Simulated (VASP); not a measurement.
# Re (P6_3/mmc) in VASP: notebook

Re is run at these levels: r2SCAN; tasks: relaxation of shape and atoms at fixed volume, relaxation of cell and atoms.

Everything below comes from runs of VASP 6.6.1. Logs are shortened: lines on timing, memory, paths and dates and some standing lists are left out, and cuts for length are marked.

## Step 1: The cell of the first run

The structure is hexagonal, space group P6_3/mmc (No. 194). The conventional cell has a = 2.730 Å, b = 2.730 Å, c = 4.417 Å, α = 90.00°, β = 90.00°, γ = 120.00°. Re (site symmetry -6m2) has 12 Re at 2.71 to 2.73 Å within 3.6 Å.

## Step 2: Relaxation of shape and atoms at fixed volume, r2SCAN (14.26 Å³/atom)

POSCAR reads:

```
Re
1.0
    2.7301655381      0.0000000000      0.0000000000
   -1.3650827691      2.3643927126      0.0000000000
    0.0000000000      0.0000000000      4.4171777236
Re
2
Direct
    0.3333333333      0.6666666667      0.2500000000
    0.6666666667      0.3333333333      0.7500000000
```

INCAR.step1 reads:

```
ALGO = Normal ; EDIFF = 1E-4
ENCUT = 600 ; GGA = PE
ISMEAR = 0 ; LASPH = True
LCHARG = False ; LREAL = False
LWAVE = True ; NELM = 100
PREC = Accurate ; SIGMA = 0.1
```

INCAR.step2 reads:

```
ALGO = Normal ; EDIFF = 1E-7
EDIFFG = -0.01 ; ENCUT = 600
IBRION = 2 ; ISIF = 4
ISMEAR = 0 ; ISTART = 1
LASPH = True ; LCHARG = False
LMIXTAU = True ; LREAL = False
LWAVE = False ; METAGGA = R2SCAN
NELM = 100 ; NSW = 50
PREC = Accurate ; SIGMA = 0.1
```

KPOINTS reads:

```
k-points
0
Gamma
  18 18 10
```

Potentials or basis: VASP PAW PBE potentials, release 64 (Re).

Run with:

```sh
cat potpaw_PBE.64/Re/POTCAR > POTCAR
cp INCAR.step1 INCAR
mpirun -np 1 vasp_std > vasp.out
cp INCAR.step2 INCAR
mpirun -np 1 vasp_std > vasp.out
```

OUTCAR:

```text
EDIFF = 1E-7
   EDIFFG = -0.01
   ENCUT = 600
   IBRION = 2
   ISIF = 4
   ISMEAR = 0
   ISTART = 1
   LASPH = True
   LREAL = False
   METAGGA = R2SCAN
   NELM = 100
   NSW = 50
   PREC = Accurate

 ion  position               nearest neighbor table
   1  0.333  0.667  0.250-   2 2.71   2 2.71   2 2.71   2 2.71   2 2.71   2 2.71
   2  0.667  0.333  0.750-   1 2.71   1 2.71   1 2.71   1 2.71   1 2.71   1 2.71

  LATTYP: Found a hexagonal cell.
 ALAT       =     2.7301655381
 C/A-ratio  =     1.6179157132

  Lattice vectors:

 A1 = (   2.7301655381,   0.0000000000,   0.0000000000)
 A2 = (  -1.3650827691,   2.3643927126,   0.0000000000)
 A3 = (   0.0000000000,   0.0000000000,   4.4171777236)

Analysis of symmetry for initial positions (statically):
=====================================================================
 Subroutine PRICEL returns:
 Original cell was already a primitive cell.

 Routine SETGRP: Setting up the symmetry group for a
 hexagonal supercell.

 Subroutine GETGRP returns: Found 24 space group operations
 (whereof 12 operations were pure point group operations)
 out of a pool of 24 trial point group operations.

The static configuration has the point symmetry D_3d.
 The point group associated with its full space group is D_6h.

Analysis of symmetry for dynamics (positions and initial velocities):
=====================================================================
 Subroutine PRICEL returns:
 Original cell was already a primitive cell.

 Routine SETGRP: Setting up the symmetry group for a
 hexagonal supercell.

 Subroutine GETGRP returns: Found 24 space group operations
 (whereof 12 operations were pure point group operations)
 out of a pool of 24 trial point group operations.

The dynamic configuration has the point symmetry D_3d.
 The point group associated with its full space group is D_6h.

 Subroutine INISYM returns: Found 24 space group operations
 (whereof 12 operations are pure point group operations),
 and found     1 'primitive' translations

----------------------------------------------------------------------------------------

                                     Primitive cell

  volume of cell :      28.5137

  direct lattice vectors                    reciprocal lattice vectors
     2.730165538  0.000000000  0.000000000     0.366278156  0.211470792  0.000000000
    -1.365082769  2.364392713  0.000000000     0.000000000  0.422941584  0.000000000
     0.000000000  0.000000000  4.417177724     0.000000000  0.000000000  0.226388899

  length of vectors
     2.730165538  2.730165538  4.417177724     0.422941584  0.422941584  0.226388899

  position of ions in fractional coordinates (direct lattice)
     0.333333333  0.666666667  0.250000000
     0.666666667  0.333333333  0.750000000

  ion indices of the primitive-cell ions
   primitive index   ion index
                 1           1
                 2           2

----------------------------------------------------------------------------------------

 KPOINTS: k-points

Automatic generation of k-mesh.
 Grid dimensions read from file:
 generate k-points for:   18   18   10

 Generating k-lattice:

  Cartesian coordinates                     Fractional coordinates (reciprocal lattice)
     0.020348786  0.011748377  0.000000000     0.055555556 -0.000000000  0.000000000
     0.000000000  0.023496755  0.000000000     0.000000000  0.055555556  0.000000000
     0.000000000  0.000000000  0.022638890     0.000000000  0.000000000  0.100000000

  Length of vectors
     0.023496755  0.023496755  0.022638890

  Shift w.r.t. Gamma in fractional coordinates (k-lattice)
     0.000000000  0.000000000  0.000000000

 Subroutine IBZKPT returns following result:
 ===========================================

 Found    222 irreducible k-points:

 Following reciprocal coordinates:
            Coordinates               Weight
  0.000000  0.000000  0.000000      1.000000
  0.055556  0.000000  0.000000      6.000000
  0.111111  0.000000  0.000000      6.000000
  0.166667  0.000000  0.000000      6.000000
  0.222222 -0.000000  0.000000      6.000000
  0.277778  0.000000  0.000000      6.000000
[... 16 lines left out ...]
  0.333333  0.111111  0.000000     12.000000
  0.388889  0.111111  0.000000     12.000000
 [... further k-points ...]
   k-points           NKPTS =    222   k-points in BZ     NKDIM =    222   number of bands    NBANDS=     11
   number of dos      NEDOS =    301   number of ions     NIONS =      2
   total plane-waves  NPLWV =  20736
   dimension x,y,z NGX =    24 NGY =   24 NGZ =   36
   dimension x,y,z NGXF=    48 NGYF=   48 NGZF=   72
   ions per type =               2
   NGX,Y,Z   is equivalent  to a cutoff of  14.61, 14.61, 13.55 a.u.
   NGXF,Y,Z  is equivalent  to a cutoff of  29.23, 29.23, 27.10 a.u.
 SYSTEM =  unknown system
   PREC   = accura    normal or accurate (medium, high low for compatibility)
   ISTART =      1    job   : 0-new  1-cont  2-samecut
   ICHARG =      0    charge: 1-file 2-atom 10-const
   ISPIN  =      1    spin polarized calculation?
   LNONCOLLINEAR =      F non collinear calculations
   LSORBIT =      F    spin-orbit coupling
   LASPH  =      T    aspherical Exc in radial PAW
   ENCUT  =  600.0 eV  44.10 Ry    6.64 a.u.   5.45  5.45  8.82*2*pi/ulx,y,z
   NELM   =    100;   NELMIN=  2; NELMDL=  0     # of ELM steps
   EDIFF  = 0.1E-06   stopping-criterion for ELM
   LREAL  =      F    real-space projection
   EDIFFG = -.1E-01   stopping-criterion for IOM
   NSW    =     50    number of steps for IOM
   IBRION =      2    ionic relax: 0-MD 1-quasi-New 2-CG
   NFREE  =      1    steps in history (QN), initial steepest desc. (CG)
   ISIF   =      4    stress and relaxation
   ISYM   =      2    0-nonsym 1-usesym 2-fastsym
   POTIM  = 0.5000    time-step for ionic-motion
   TEBEG  =    0.0;   TEEND  =   0.0 temperature during run
   PSTRESS=    0.0 pullay stress
   NELECT =      14.0000    total number of electrons
   NUPDOWN=      -1.0000    fix difference up-down
   EMIN   =  10.00;   EMAX   =-10.00  energy-range for DOS
   EFERMI =   0.00;   METHOD = LEGACY
   ISMEAR =     0;   SIGMA  =   0.10  broadening in eV -4-tet -1-fermi 0-gaus
   EFERMI_NEDOS =   21; number of points for ismear=-14 and -15
   IALGO  =     38    algorithm
   IMIX   =      4    mixing-type and parameters
     AMIX     =   0.40;   BMIX     =  1.00
     AMIX_MAG =   1.60;   BMIX_MAG =  1.00
  volume/ion in A,a.u.               =      14.26        96.21
  Fermi-wavevector in a.u.,A,eV,Ry     =   1.291516  2.440611 22.694692  1.668013
  Thomas-Fermi vector in A             =   2.423281
   LORBIT       =      0    0 simple, 1 ext, 2 COOP (PROOUT), +10 PAW based schemes
   METAGGA = R2SCAN    functional components
   LHFCALC =     F    Hartree Fock is set to
   AEXX    =    0.0000 exact exchange contribution
   IVDW    =     0    specifies the selected vdW correction
   LEPSILON=     F    determine dielectric tensor
   LRPA    =     F    only Hartree local field effects (RPA)
 conjugate gradient relaxation of ions
 non-spin polarized calculation
 Gauss-broadening in eV      SIGMA  =   0.10
  energy-cutoff  :      600.00
  volume of cell :       28.51
 maximum number of plane-waves:       978
 NGX is ok and might be reduce to    24
   NGX = 11   NGY = 11   NGZ = 17

 number of electron      14.0000001 magnetization

 Free energy of the ion-electron system (eV)
  ---------------------------------------------------
  ext. energy  EPLUGINS =         0.00000000
  ---------------------------------------------------
  free energy    TOTEN  =      -104.87033731 eV

  energy without entropy =     -104.86300061  energy(sigma->0) =     -104.86666896

 E-fermi :   8.0632     XC(G=0): -15.1873

 val. band max:        8.0527950776   @ k =   0.1667   0.0556   0.1000
 cond. band min:       8.0725245638   @ k =   0.3333   0.1667   0.4000
 fundamental gap:      0.0197294862
 Fermi energy:         8.0631711979

 k-point     1 :       0.0000    0.0000    0.0000
  band No.  band energies     occupation
      1      -2.4863      2.00000
      2       0.9024      2.00000
      3       6.3277      2.00000
      4       6.3706      2.00000
      5       6.3706      2.00000
      6       7.2745      2.00000
      7       7.2745      2.00000
      8       8.3170      0.00033
      9       8.3170      0.00033
     10       8.6801      0.00000
     11      11.7512      0.00000

 k-point     2 :       0.0556    0.0000    0.0000
  band No.  band energies     occupation
      1      -2.3482      2.00000
      2       1.0322      2.00000
      3       5.9496      2.00000
      4       6.4968      2.00000
      5       6.6992      2.00000
      6       7.1728      2.00000
      7       7.3939      2.00000
      8       8.0026      1.60852
      9       8.2083      0.04008
     10       8.3736      0.00001
     11      11.8250      0.00000

 k-point     3 :       0.1111    0.0000    0.0000
  band No.  band energies     occupation
      1      -1.9463      2.00000
      2       1.3964      2.00000
      3       5.4807      2.00000
      4       6.8374      2.00000
      5       6.8711      2.00000
      6       6.9861      2.00000
      7       7.1434      2.00000
      8       7.7469      1.99999
      9       7.9233      1.95211
     10       8.1341      0.31567
     11      12.0086      0.00000

 k-point     4 :       0.1667    0.0000    0.0000
  band No.  band energies     occupation
      1      -1.3193      2.00000
      2       1.9005      2.00000
      3       5.0221      2.00000
      4       5.8874      2.00000
      5       6.4914      2.00000
      6       7.4796      2.00000
      7       7.5435      2.00000
      8       7.6329      2.00000
      9       7.8473      1.99774
     10       8.3170      0.00033
     11      12.2298      0.00000
[... 239 lines left out ...]
 k-point    22 :       0.2778    0.1111    0.0000
  band No.  band energies     occupation
      1       1.3788      2.00000
      2       2.5749      2.00000
      3       3.2435      2.00000
      4       4.6779      2.00000
      5       5.9548      2.00000
      6       6.5300      2.00000
      7       7.1611      2.00000
      8       9.5426      0.00000
      9      10.8557      0.00000
     10      11.9617      0.00000
     11      12.4623      0.00000

 k-point    23 :       0.3333    0.1111    0.0000
  band No.  band energies     occupation
      1       1.8557      2.00000
      2       2.3029      2.00000
      3       2.7668      2.00000
      4       5.1341      2.00000
      5       5.8492      2.00000
      6       6.8220      2.00000
      7       7.0185      2.00000
      8      10.5396      0.00000
      9      11.6968      0.00000
     10      12.5022      0.00000
     11      13.1383      0.00000

 k-point    24 :       0.3889    0.1111    0.0000
  band No.  band energies     occupation
      1       2.0172      2.00000
      2       2.1694      2.00000
      3       2.4737      2.00000
      4       5.5977      2.00000
      5       5.8248      2.00000
      6       6.5663      2.00000
      7       7.3810      2.00000
      8      11.5536      0.00000
      9      12.2223      0.00000
     10      12.5222      0.00000
     11      14.2217      0.00000

 [... further k-points ...]
[... 5 lines left out ...]
  --------------------------------------------------------------------------------------
  -------------------------------------------------------------------------------------
  Total        2.3298085      2.3298085      2.3328158     -0.0000000      0.0000000      0.0000000
  in kB      130.9113645    130.9113645    131.0803401     -0.0000000      0.0000000      0.0000000
  external PRESSURE =     130.9676897 kB  Pullay stress =       0.0000000 kB

 VOLUME and BASIS-vectors are now :
 -----------------------------------------------------------------------------
  energy-cutoff  :      600.00
  volume of cell :       28.51
      direct lattice vectors                 reciprocal lattice vectors
     2.730165538  0.000000000  0.000000000     0.366278156  0.211470792  0.000000000
    -1.365082769  2.364392713  0.000000000     0.000000000  0.422941584  0.000000000
     0.000000000  0.000000000  4.417177724     0.000000000  0.000000000  0.226388899

 POSITION                                       TOTAL-FORCE (eV/Angst)
 -----------------------------------------------------------------------------------
     -0.00000      1.57626      1.10429         0.000000     -0.000000      0.000000
      1.36508      0.78813      3.31288        -0.000000      0.000000      0.000000
 -----------------------------------------------------------------------------------
    total drift:                                0.000000     -0.000000     -0.000000

  FREE ENERGIE OF THE ION-ELECTRON SYSTEM (eV)
  ---------------------------------------------------
  free  energy   TOTEN  =      -104.8703373067 eV

  energy  without entropy=     -104.8630006129  energy(sigma->0) =     -104.86666896

 reached required accuracy - stopping structural energy minimisation
```

Run time: 2 min. Hardware: 1 thread of Intel Xeon 6975P-C (Granite Rapids), shared host; peak memory 0.22 GiB.

What came out:

| Item | Value |
| --- | --- |
| Free energy | -104.8703 eV |
| Pressure after relaxing | 13.1 GPa |
| Band gap on the k mesh | zero (bands 7 and 8 overlap by 3.39 eV) |

Final structure:
```
CELL_PARAMETERS angstrom
2.73017 0.00000 0.00000
-1.36508 2.36439 0.00000
0.00000 0.00000 4.41718
ATOMIC_POSITIONS crystal
Re 0.33333 0.66667 0.25000
Re 0.66667 0.33333 0.75000
```

Levels at points of the mesh, in eV from the Fermi level:
| k point | band 3 | band 4 | band 5 | band 6 | band 7 | band 8 | band 9 | band 10 | band 11 |
| --- | --- | --- | --- | --- | --- | --- | --- | --- | --- |
| (0.00, 0.00, 0.00) | -1.74 | -1.69 | -1.69 | -0.79 | -0.79 | 0.25 | 0.25 | 0.62 | 3.69 |
| (0.50, 0.00, 0.00) | -5.72 | -2.06 | -1.86 | -1.50 | -0.65 | 4.35 | 4.77 | 4.92 | 6.59 |
| (0.00, 0.00, 0.50) | -2.60 | -2.60 | -1.83 | -1.83 | -1.83 | -1.83 | 2.80 | 2.80 | 2.80 |
| (0.50, 0.00, 0.50) | -4.47 | -4.47 | 0.46 | 0.46 | 0.99 | 0.99 | 4.68 | 4.68 | 5.19 |

Caveat: the PAW data sets were made with another functional, which shifts forces and pressure a little; spin-orbit coupling is left out, which moves the levels of the heavy elements.

## Step 3: Relaxation of cell and atoms, r2SCAN

This run uses another cell than the first one, of 14.71 Å³/atom.

POSCAR reads:

```
Re
1.0
    2.7608000000      0.0000000000      0.0000000000
   -1.3804000000      2.3909229348      0.0000000000
    0.0000000000      0.0000000000      4.4582000000
Re
2
Direct
    0.3333333333      0.6666666667      0.2500000000
    0.6666666667      0.3333333333      0.7500000000
```

INCAR.step1 reads:

```
ALGO     = Normal         # electronic algorithm
EDIFF    = 1E-4           # SCF threshold, eV
ENCUT    = 600            # plane-wave cutoff, eV
GGA      = PE             # functional
ISMEAR   = 0              # smearing method
LASPH    = True           # aspherical terms in the spheres
LCHARG   = False          # write CHGCAR
LREAL    = False          # projectors in reciprocal space
LWAVE    = True           # write WAVECAR
NELM     = 100            # most SCF steps
PREC     = Accurate       # precision mode
SIGMA    = 0.1            # smearing width, eV
```

INCAR.step2 reads:

```
ALGO     = Normal         # electronic algorithm
EDIFF    = 1E-7           # SCF threshold, eV
EDIFFG   = -0.002         # ionic threshold
ENCUT    = 600            # plane-wave cutoff, eV
IBRION   = 2              # ionic algorithm
ISIF     = 3              # what is computed and relaxed
ISMEAR   = 0              # smearing method
ISTART   = 1            
LASPH    = True           # aspherical terms in the spheres
LCHARG   = False          # write CHGCAR
LMIXTAU  = True         
LREAL    = False          # projectors in reciprocal space
LWAVE    = False          # write WAVECAR
METAGGA  = R2SCAN         # meta-GGA
NELM     = 100            # most SCF steps
NSW      = 100            # ionic steps
PREC     = Accurate       # precision mode
SIGMA    = 0.1            # smearing width, eV
```

KPOINTS is that of step 2.

Potentials or basis: VASP PAW PBE potentials, release 64 (Re).

Run with:

```sh
cat potpaw_PBE.64/Re/POTCAR > POTCAR
cp INCAR.step1 INCAR
mpirun -np 1 vasp_std > vasp.out
cp INCAR.step2 INCAR
mpirun -np 1 vasp_std > vasp.out
```

Run time: 10 min. Hardware: 1 thread of Intel Xeon 6975P-C (Granite Rapids), shared host; peak memory 0.24 GiB.

Results (log left out):

- Free energy: -104.9059 eV
- Relaxed volume: 14.70 Å³/atom
- Relaxed cell: a = 2.759 Å, b = 2.759 Å, c = 4.463 Å, α = 90.00°, β = 90.00°, γ = 120.00°
- Space group after relaxing (to 0.1 Å): P6_3/mmc (No. 194)
- Energy gained by relaxing: 0.1 meV/atom
- Ionic steps: 12
- Pressure after relaxing: 0.0 GPa
- Band gap on the k mesh: zero (bands 7 and 8 overlap by 3.20 eV)

Step by step:
```csv
step,energy change (eV),largest force (eV/Å),pressure (GPa),volume (Å³)
1,0.0000,0.0000,-0.25,29.43
2,0.0003,0.0000,1.09,29.33
3,-0.0001,0.0000,0.21,29.39
4,0.0000,0.0000,-0.42,29.44
5,-0.0001,0.0000,0.04,29.41
6,-0.0001,0.0000,0.03,29.41
7,-0.0001,0.0000,-0.01,29.41
8,-0.0001,0.0000,0.01,29.41
9,-0.0001,0.0000,0.02,29.41
10,-0.0001,0.0000,-0.04,29.41
11,-0.0001,0.0000,-0.02,29.41
12,-0.0001,0.0000,0.00,29.41
```

Final structure:
```xyz
2
Lattice="2.7585 0.0000 0.0000 -1.3793 2.3890 0.0000 0.0000 0.0000 4.4626" Properties=species:S:1:pos:R:3 pbc="T T T"
Re    0.0000    1.5926    1.1157
Re    1.3793    0.7963    3.3470
```

Levels at points of the mesh, in eV from the Fermi level:
```tsv
k point	band 5	band 6	band 7	band 8	band 9	band 10
(0.00, 0.00, 0.00)	-1.60	-0.75	-0.75	0.25	0.25	0.54
(0.50, 0.00, 0.00)	-1.85	-1.45	-0.63	4.15	4.55	4.69
(0.00, 0.00, 0.50)	-1.74	-1.74	-1.74	-1.74	2.68	2.68
(0.50, 0.00, 0.50)	0.46	0.46	0.92	0.92	4.47	4.47
```

Caveat: the PAW data sets were made with another functional, which shifts forces and pressure a little; spin-orbit coupling is left out, which moves the levels of the heavy elements.

The gap in the log of VASP goes by the Fermi energy; the results here count the filled bands.